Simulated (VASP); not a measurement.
# Nd3Si2I (P-3m1) in VASP: further runs, part 2 of 2

VASP 6.6.1. Earlier steps stand in the parts before.

### Step 3. Relaxation of shape and atoms at fixed volume, PBE (29.24 Å³/atom)

This run uses another cell than the first one, of 29.24 Å³/atom.

INCAR reads:

```
PREC = Accurate
ENCUT = 500
EDIFF = 1E-7
ISMEAR = 0
SIGMA = 0.1
LREAL = False
LASPH = True
NELM = 200
ALGO = Normal
ISIF = 4
LWAVE = False
LCHARG = False
GGA = PE
IBRION = 2
NSW = 50
EDIFFG = -0.01
GGA_COMPAT = False
NELMIN = 4
LMAXMIX = 6
```

KPOINTS reads:

```
regular mesh
0
Gamma
  12 12 4
```

POSCAR reads:

```
Nd3Si2I
1.0
    4.2684786275      0.0000000000      0.0000000000
   -2.1342393138      3.6966109269      0.0000000000
    0.0000000000      0.0000000000     11.1190602403
Nd Si I
3 2 1
Direct
    0.3333333333      0.6666666667      0.2089216187
    0.0000000000      0.0000000000      0.5000000000
    0.6666666667      0.3333333333      0.7910783813
    0.3333333333      0.6666666667      0.6579451084
    0.6666666667      0.3333333333      0.3420548916
    0.0000000000      0.0000000000      0.0000000000
```

Potentials or basis: VASP PAW PBE potentials, release 64 (Nd_3, Si, I), 4f in core.

The run is started by

```console
> cat potpaw_PBE.64/Nd_3/POTCAR potpaw_PBE.64/Si/POTCAR potpaw_PBE.64/I/POTCAR > POTCAR
> mpirun -np 1 vasp_std > vasp.out
```

OUTCAR:

```text
PREC = Accurate
   ENCUT = 500
   EDIFF = 1E-7
   ISMEAR = 0
   LREAL = False
   LASPH = True
   NELM = 200
   ISIF = 4
   GGA = PE
   IBRION = 2
   NSW = 50
   EDIFFG = -0.01
   NELMIN = 4

 ion  position               nearest neighbor table
   1  0.333  0.667  0.209-   5 2.87   5 2.87   5 2.87   6 3.39   6 3.39   6 3.39
   2  0.000  0.000  0.500-   4 3.03   5 3.03   5 3.03   4 3.03   5 3.03   4 3.03
   3  0.667  0.333  0.791-   4 2.87   4 2.87   4 2.87   6 3.39   6 3.39   6 3.39
   4  0.333  0.667  0.658-   3 2.87   3 2.87   3 2.87   2 3.03   2 3.03   2 3.03
   5  0.667  0.333  0.342-   1 2.87   1 2.87   1 2.87   2 3.03   2 3.03   2 3.03
   6  0.000  0.000  0.000-   1 3.39   3 3.39   3 3.39   1 3.39   3 3.39   1 3.39

  LATTYP: Found a hexagonal cell.
 ALAT       =     4.2684786275
 C/A-ratio  =     2.6049234893

  Lattice vectors:

 A1 = (   4.2684786275,   0.0000000000,   0.0000000000)
 A2 = (  -2.1342393138,   3.6966109269,   0.0000000000)
 A3 = (   0.0000000000,   0.0000000000,  11.1190602403)

Analysis of symmetry for initial positions (statically):
=====================================================================
 Subroutine PRICEL returns:
 Original cell was already a primitive cell.

 Routine SETGRP: Setting up the symmetry group for a
 hexagonal supercell.

 Subroutine GETGRP returns: Found 12 space group operations
 (whereof 12 operations were pure point group operations)
 out of a pool of 24 trial point group operations.

The static configuration has the point symmetry D_3d.

Analysis of symmetry for dynamics (positions and initial velocities):
=====================================================================
 Subroutine PRICEL returns:
 Original cell was already a primitive cell.

 Routine SETGRP: Setting up the symmetry group for a
 hexagonal supercell.

 Subroutine GETGRP returns: Found 12 space group operations
 (whereof 12 operations were pure point group operations)
 out of a pool of 24 trial point group operations.

[... 136 lines left out ...]
   IVDW    =     0    specifies the selected vdW correction
   LEPSILON=     F    determine dielectric tensor
   LRPA    =     F    only Hartree local field effects (RPA)
 conjugate gradient relaxation of ions
 non-spin polarized calculation
 Gauss-broadening in eV      SIGMA  =   0.10
  energy-cutoff  :      500.00
  volume of cell :      175.45
 maximum number of plane-waves:      4488
   NGX = 15   NGY = 15   NGZ = 41

--------------------------------------- Ionic step        1  -------------------------------------------

 number of electron      48.0000001 magnetization

 Free energy of the ion-electron system (eV)
  ---------------------------------------------------
  ext. energy  EPLUGINS =         0.00000000
  ---------------------------------------------------
  free energy    TOTEN  =       -31.36183140 eV

  energy without entropy =      -31.35312217  energy(sigma->0) =      -31.35747679

------------------------ aborting loop because EDIFF is reached ----------------------------------------

  FORCE on cell =-STRESS in cart. coord.  units (eV):
  Direction    XX          YY          ZZ          XY          YZ          ZX
  --------------------------------------------------------------------------------------
  -------------------------------------------------------------------------------------
  Total        2.0787721      2.0787721      2.1201397     -0.0000000      0.0000000      0.0000000
  in kB       18.9833352     18.9833352     19.3611046     -0.0000000      0.0000000      0.0000000
  external PRESSURE =      19.1092584 kB  Pullay stress =       0.0000000 kB
[... 227 lines left out ...]
--------------------------------------- Ionic step        7  -------------------------------------------

 number of electron      48.0000001 magnetization

 Free energy of the ion-electron system (eV)
  ---------------------------------------------------
  ext. energy  EPLUGINS =         0.00000000
  ---------------------------------------------------
  free energy    TOTEN  =       -31.36808151 eV

  energy without entropy =      -31.35953577  energy(sigma->0) =      -31.36380864

 E-fermi :   4.4460     XC(G=0):  -9.5827

 val. band max:        4.4442085788   @ k =   0.0000   0.1667   0.2500
 cond. band min:       4.4717955614   @ k =   0.0000   0.0833   0.2500
 fundamental gap:      0.0275869826
 Fermi energy:         4.4460498007

 k-point     1 :       0.0000    0.0000    0.0000
  band No.  band energies     occupation
      1     -33.3762      2.00000
      2     -33.3753      2.00000
      3     -32.4916      2.00000
      4     -14.7263      2.00000
      5     -14.6645      2.00000
      6     -14.4270      2.00000
[... 733 lines left out ...]
     27       6.0782      0.00000
     28       6.1090      0.00000

 [... further k-points ...]

------------------------ aborting loop because EDIFF is reached ----------------------------------------

  FORCE on cell =-STRESS in cart. coord.  units (eV):
  Direction    XX          YY          ZZ          XY          YZ          ZX
  --------------------------------------------------------------------------------------
  -------------------------------------------------------------------------------------
  Total        1.6878393      1.6878393      1.7192461     -0.0000000     -0.0000000     -0.0000000
  in kB       15.4133398     15.4133398     15.7001458     -0.0000000     -0.0000000     -0.0000000
  external PRESSURE =      15.5089418 kB  Pullay stress =       0.0000000 kB
[... 21 lines left out ...]
  FREE ENERGIE OF THE ION-ELECTRON SYSTEM (eV)
  ---------------------------------------------------
  free  energy   TOTEN  =       -31.3680815051 eV

  energy  without entropy=      -31.3595357698  energy(sigma->0) =      -31.36380864

 reached required accuracy - stopping structural energy minimisation
```

OSZICAR:

```text
N       E                     dE             d eps       ncg     rms          rms(c)
DAV:   1     0.356955455051E+03    0.35696E+03   -0.21087E+04  3864   0.148E+03
DAV:   2    -0.860556085814E+01   -0.36556E+03   -0.35832E+03  4648   0.354E+02
DAV:   3    -0.324412952915E+02   -0.23836E+02   -0.23193E+02  5996   0.715E+01
[... 64 lines left out ...]
DAV:   3    -0.313680836061E+02    0.16035E-04   -0.81119E-05  5700   0.386E-02    0.920E-03
DAV:   4    -0.313680813915E+02    0.22145E-05   -0.89059E-06  4752   0.137E-02    0.430E-03
DAV:   5    -0.313680812754E+02    0.11611E-06   -0.19013E-06  5760   0.662E-03    0.140E-03
DAV:   6    -0.313680814246E+02   -0.14922E-06   -0.90932E-08  2784   0.159E-03    0.608E-04
DAV:   7    -0.313680815051E+02   -0.80452E-07   -0.32967E-08  2448   0.100E-03
   7 F= -.31368082E+02 E0= -.31363809E+02  d E =-.105339E-02
```

CONTCAR:

```text
Nd3Si2I
   1.00000000000000
     4.2741765558722769   -0.0000000000074849    0.0000000000000000
    -2.1370882779926870    3.7015454776163188   -0.0000000000000000
     0.0000000000000001   -0.0000000000000000   11.0894342395536416
  Nd              Si              I
     3     2     1
Direct
     0.3333333332999970    0.6666666667000030    0.2060935371917392
     0.0000000000000000    0.0000000000000000    0.5000000000000000
     0.6666666667000030    0.3333333332999970    0.7939064628082608
     0.3333333332999970    0.6666666667000030    0.6583360942792953
     0.6666666667000030    0.3333333332999970    0.3416639057207048
     0.0000000000000000    0.0000000000000000    1.0000000000000000

  0.00000000E+00  0.00000000E+00  0.00000000E+00
  0.00000000E+00  0.00000000E+00  0.00000000E+00
  0.00000000E+00  0.00000000E+00  0.00000000E+00
  0.00000000E+00  0.00000000E+00  0.00000000E+00
  0.00000000E+00  0.00000000E+00  0.00000000E+00
  0.00000000E+00  0.00000000E+00  0.00000000E+00
```

Run time: 9.1 min. Hardware: 1 thread of Intel Xeon 6975P-C (Granite Rapids), shared host; peak memory 0.5 GiB.

Results:

```yaml
Free_energy: -31.3681 eV
Energy_gained_by_relaxing: 1.0 meV/atom
Ionic_steps: 7
Pressure_after_relaxing: 1.6 GPa
Band_gap_on_the_k_mesh: zero (bands 24 and 25 overlap by 0.25 eV)
```

Forces in eV/Å, atoms in the order of the input:
```
Nd   0.000  0.000 -0.002
Nd   0.000  0.000  0.000
Nd   0.000  0.000  0.002
Si   0.000  0.000  0.002
Si   0.000  0.000 -0.002
I    0.000  0.000  0.000
```

The path:
```
step  energy change (eV)  largest force (eV/Å)  pressure (GPa)  volume (Å³)
   1              0.0000                0.2140            1.91       175.45
   2             -0.0039                0.1193            1.76       175.45
   3             -0.0052                0.0564            1.60       175.45
   4             -0.0052                0.0525            1.61       175.45
   5             -0.0056                0.0418            1.59       175.45
   6             -0.0062                0.0103            1.56       175.45
   7             -0.0063                0.0023            1.55       175.45
```

Final structure:
```xyz
6
Lattice="4.2742 0.0000 0.0000 -2.1371 3.7015 0.0000 0.0000 0.0000 11.0894" Properties=species:S:1:pos:R:3 pbc="T T T"
Nd    0.0000    2.4677    2.2855
Nd    0.0000    0.0000    5.5447
Nd    2.1371    1.2338    8.8040
Si    0.0000    2.4677    7.3006
Si    2.1371    1.2338    3.7889
I     0.0000    0.0000   11.0894
```

Caveat: spin-orbit coupling is left out, which moves the levels of the heavy elements; the 4f electrons are frozen in the core, so they carry no moment and show no levels; the run has no spin polarisation, though such a crystal can be magnetic. Spin polarisation is off, so any magnetic state and its effect on volume and gap are missing.

### Step 4. Relaxation of cell and atoms, PBE

This run uses another cell than the first one, of 23.87 Å³/atom.

INCAR reads:

```
PREC = Accurate
ENCUT = 500
EDIFF = 1E-7
ISMEAR = 0
SIGMA = 0.15
LREAL = F
LASPH = T
NELM = 200
ALGO = Normal
ISIF = 3
LWAVE = F
LCHARG = F
GGA = PE
IBRION = 2
NSW = 36
EDIFFG = -0.08
GGA_COMPAT = F
NELMIN = 4
LMAXMIX = 6
```

KPOINTS reads:

```
regular mesh
0
Gamma
  3 3 2
```

POSCAR reads:

```
Nd3Si2I
1.0
    5.0926346000      0.0000000000      0.0000000000
   -2.5463173000      4.4103509300      0.0000000000
    0.0000000000      0.0000000000      6.3772634000
Nd Si I
3 2 1
Direct
    0.3333333300      0.6666666700      0.7237790200
    0.6666666700      0.3333333300      0.2762209800
    0.0000000000      0.0000000000      0.0000000000
    0.3333333300      0.6666666700      0.2191410100
    0.6666666700      0.3333333300      0.7808589900
    0.0000000000      0.0000000000      0.5000000000
```

The run is started by

```console
> cat potpaw_PBE.64/Nd_3/POTCAR potpaw_PBE.64/Si/POTCAR potpaw_PBE.64/I/POTCAR > POTCAR
> mpirun -np 1 vasp_std > vasp.out
```

Run time: 2.3 min. Hardware: 1 thread of Intel Xeon 6975P-C (Granite Rapids), shared host; peak memory 0.28 GiB.

Results (log left out):

```yaml
Free_energy: -29.4679 eV
Relaxed_volume: 26.92 Å³/atom
Relaxed_cell: a = 5.508 Å, b = 5.508 Å, c = 6.148 Å, α = 90.00°, β = 90.00°, γ = 120.00°
Space_group_after_relaxing_to_0.1_Å: P-3m1 (No. 164)
Energy_gained_by_relaxing: 135.6 meV/atom
Ionic_steps: 11
Pressure_after_relaxing: -0.2 GPa
Largest_force_after_relaxing: 0.076 eV/Å
Band_gap_on_the_k_mesh: zero (bands 24 and 25 overlap by 0.06 eV)
```

Forces on the atoms (eV/Å):
```
Nd   0.000  0.000 -0.076
Nd   0.000  0.000  0.076
Nd   0.000  0.000  0.000
Si   0.000  0.000 -0.045
Si   0.000  0.000  0.045
I    0.000  0.000  0.000
```

Stress tensor (GPa, compression positive):
```
-0.23  0.00  0.00
 0.00 -0.23  0.00
 0.00  0.00 -0.15
```

Step by step:
```csv
step,energy change (eV),largest force (eV/Å),pressure (GPa),volume (Å³)
1,0.0000,0.9131,9.13,143.24
2,-0.5205,0.3991,-3.57,173.21
3,-0.6117,0.5129,-0.76,163.73
4,-0.7105,0.3258,-0.52,162.46
5,-0.7387,0.3299,1.51,158.14
6,-0.7982,0.1260,0.09,160.59
7,-0.8043,0.1750,0.46,159.83
8,-0.8047,0.1643,0.38,159.98
9,-0.8092,0.1262,-0.24,161.69
10,-0.8093,0.1227,-0.29,161.85
11,-0.8137,0.0755,-0.20,161.53
```

Final structure:
```cif
data_structure
_symmetry_space_group_name_H-M 'P 1'
_symmetry_Int_Tables_number 1
_cell_length_a 5.5078
_cell_length_b 5.5078
_cell_length_c 6.1485
_cell_angle_alpha 90.000
_cell_angle_beta 90.000
_cell_angle_gamma 120.000
_cell_volume 161.53
loop_
_atom_site_label
_atom_site_type_symbol
_atom_site_fract_x
_atom_site_fract_y
_atom_site_fract_z
_atom_site_occupancy
Nd1 Nd 0.33333 0.66667 0.71255 1
Nd2 Nd 0.66667 0.33333 0.28745 1
Nd3 Nd 0.00000 0.00000 0.00000 1
Si1 Si 0.33333 0.66667 0.20105 1
Si2 Si 0.66667 0.33333 0.79895 1
I1 I 0.00000 0.00000 0.50000 1
```

Levels at points of the mesh, in eV from the Fermi level:
| k point | band 20 | band 21 | band 22 | band 23 | band 24 | band 25 | band 26 | band 27 | band 28 |
| --- | --- | --- | --- | --- | --- | --- | --- | --- | --- |
| (0.00, 0.00, 0.00) | -2.52 | -1.13 | -0.89 | -0.89 | 0.06 | 0.06 | 1.03 | 1.09 | 1.31 |
| (0.00, 0.00, 0.50) | -1.84 | -1.84 | -1.65 | -1.65 | -1.42 | 0.72 | 0.72 | 1.77 | 1.77 |

Caveat: the k points lie up to 0.51 Å⁻¹ apart in the final cell; spin-orbit coupling is left out, which moves the levels of the heavy elements; the 4f electrons are frozen in the core, so they carry no moment and show no levels; the run has no spin polarisation, though such a crystal can be magnetic; the relaxation stopped at a loose force limit of 0.08 eV/Å, so its end isn't a converged minimum.

### Step 5. Summary

| task | cell | k mesh | smearing | gap on the mesh (eV) | pressure (GPa) | largest force (eV/Å) |
| --- | --- | --- | --- | --- | --- | --- |
| single point | a = 5.346, b = 5.346, c = 6.452 Å, angles 90.0, 90.0, 120.0°, 6 atoms, atomic positions A | 3 × 3 × 2 | gaussian 0.15 eV | none | 0.2 | 0.05 |
| relaxation of shape and atoms at fixed volume | relaxed from a = 4.268, b = 4.268, c = 11.119 Å, angles 90.0, 90.0, 120.0°, 6 atoms, atomic positions B | 12 × 12 × 4 | gaussian 0.1 eV | none | 1.6 | - |
| relaxation of cell and atoms | relaxed from a = 5.093, b = 5.093, c = 6.377 Å, angles 90.0, 90.0, 120.0°, 6 atoms, atomic positions C | 3 × 3 × 2 | gaussian 0.15 eV | none | -0.2 | 0.08 |

Alike in all rows: level PBE; potentials or basis VASP PAW PBE potentials, release 64 (Nd_3, Si, I), 4f in core; no spin polarisation; cutoff (eV) 500.

Caveats: some runs use coarse meshes; spin-orbit coupling is left out, which moves the levels of the heavy elements; the 4f electrons are frozen in the core, so they carry no moment and show no levels; the run has no spin polarisation, though such a crystal can be magnetic; the relaxation stopped at a loose force limit of 0.08 eV/Å, so its end isn't a converged minimum (at least some runs).

Total energies depend on the potentials used, so only differences within one code and one set of settings carry meaning.
